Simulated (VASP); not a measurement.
LiH:

```
Li H
1.0
     0.00000    2.00299    2.00299
     2.00299    0.00000    2.00299
     2.00299    2.00299    0.00000
Li H
1 1
Direct
  0.00000 0.00000 0.00000
  0.50000 0.50000 0.50000
```

Base run:

| Quantity | Value |
| --- | --- |
| Program | VASP 6.6.1 |
| Functional | HSE06 |
| Potentials or basis | VASP PAW PBE potentials, release 64 (Li_sv, H) |
| Cutoff | 520 eV |
| k mesh | 8 × 8 × 8 |
| Occupations | gaussian, width 0.01 eV |
| Spin | no spin polarisation |

Its results: band gap on the k mesh 3.97 eV.

The run is repeated on the same cell with these changes: functional from HSE06 to PBE0; further incar settings from ALGO = Normal; EDIFF = 1e-06; NBANDS = 9 to ALGO = Normal; EDIFF = 1e-07; NBANDS = 9. What comes out?

Band gap on the k mesh 4.67 eV.

A k mesh can miss the band edges.
